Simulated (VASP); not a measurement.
Write the native input for VASP 6.6.1 that does the following.

* Task: single point
* Functional: PBE
* Dispersion: D3(BJ)
* Potentials or basis: VASP PAW PBE potentials, release 64 (Al)
* Cutoff: 520 eV
* k mesh: 6 × 6 × 1
* Occupations: gaussian, width 0.1 eV
* Spin: no spin polarisation
* Dipole correction: yes
* Further INCAR settings: LREAL = Auto; ALGO = Normal; EDIFF = 1e-06; NBANDS = 40

The structure of Al lies in POSCAR:

```
Al
1.0
    5.6324246408      0.0000000000      0.0000000000
   -2.8162123204      4.8778228238      0.0000000000
    0.0000000000      0.0000000000     25.8982831923
Al
17
Direct
    0.3333332566      0.1666665702      0.3282070837
    0.3333333454      0.6666666907      0.3282070837
    0.8333331998      0.1666665702      0.3282070837
    0.8333332885      0.6666666907      0.3282070837
    0.6666666158      0.3333333454      0.4169939729
    0.6666666020      0.8333332609      0.4169939729
    0.1666666727      0.3333333454      0.4169939729
    0.1666666589      0.8333332609      0.4169939729
    0.0019582907      0.5009792459      0.5028506293
    0.0005653278      0.0002827081      0.5027005807
    0.4973907814      0.4976269306      0.5032269863
    0.4973907458     -0.0002361709      0.5032269863
    0.3393142169      0.6696571643      0.5925922535
    0.3274165926      0.1637082832      0.5942735619
    0.8386007421      0.6586731655      0.5893382927
    0.8386008210      0.1799278145      0.5893382541
   -0.2777128279     -0.1388562120      0.6711151419
```

The input as run:

INCAR

```
  ALGO = Normal
  DIPOL = 0.5 0.5 0.472
  EDIFF = 1E-6
  ENCUT = 520
  GGA = PE
  IDIPOL = 3
  ISIF = 2
  ISMEAR = 0
  IVDW = 12
  LASPH = T
  LCHARG = F
  LDIPOL = T
  LREAL = Auto
  LWAVE = F
  NBANDS = 40
  NELM = 80
  PREC = Accurate
  SIGMA = 0.1
```

KPOINTS

```
k-points
0
Gamma
  6 6 1
```

Potentials or basis: VASP PAW PBE potentials, release 64 (Al).

The run is started by

```sh
$ cat potpaw_PBE.64/Al/POTCAR > POTCAR
$ mpirun -np 1 vasp_std > vasp.out
```

Results of the run:

```yaml
Largest_force: 0.094 eV/Å
Band_gap_on_the_k_mesh: zero (an odd number of electrons rules out a gap without spin polarisation)
Dispersion_energy_per_atom: -0.268 eV
```

Wall time 8.3 min on 1 thread of Intel(R) Xeon(R) 6975P-C (Granite Rapids) (shared host), peak memory 0.75 GiB.
